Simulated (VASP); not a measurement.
Wanted: the native input for a VASP 6.6.1 run.

| Item | Value |
| --- | --- |
| Task | single point |
| Functional | PBE |
| Potentials or basis | VASP PAW PBE potentials, release 64 (Ru_pv, W_sv) |
| Cutoff | 520 eV |
| k mesh | 6 × 6 × 6 |
| Occupations | gaussian, width 0.1 eV |
| Spin | no spin polarisation |
| Dipole correction | no |
| Further INCAR settings | ALGO = Normal; EDIFF = 1e-06; NBANDS = 28 |

The structure of Ru2W lies in POSCAR:

```
Ru2W
1.0
    0.0000000000      2.9531270285      2.9531270285
    2.9531270285      0.0000000000      2.9531270285
    2.9531270285      2.9531270285      0.0000000000
Ru W
2 1
Direct
    0.2500000000      0.2500000000      0.2500000000
    0.7500000000      0.7500000000      0.7500000000
    0.0000000000      0.0000000000      0.0000000000
```

The input as run:

INCAR

```
PREC = Accurate ; ENCUT = 520
EDIFF = 1E-6 ; ISMEAR = 0
SIGMA = 0.1 ; LREAL = False
LASPH = True ; NELM = 100
ALGO = Normal ; ISIF = 2
LWAVE = False ; LCHARG = False
GGA = PE ; NBANDS = 28
```

KPOINTS

```
Automatic mesh
0
Gamma
  6 6 6
```

Potentials or basis: VASP PAW PBE potentials, release 64 (Ru_pv, W_sv).

Command:

```sh
$ cat potpaw_PBE.64/Ru_pv/POTCAR potpaw_PBE.64/W_sv/POTCAR > POTCAR
$ mpirun -np 1 vasp_std > vasp.out
```

It gave:

```
Pressure               : 0.6 GPa
Band gap on the k mesh : zero (band 21 reaches 10.62 eV, above the bottom of band 22 at 8.72 eV)
```

Caveat: spin-orbit coupling is left out, which moves the levels of the heavy elements.

Wall time 19 s on 1 thread of Intel Xeon 6975P-C, on a shared host, peak memory 0.18 GiB.
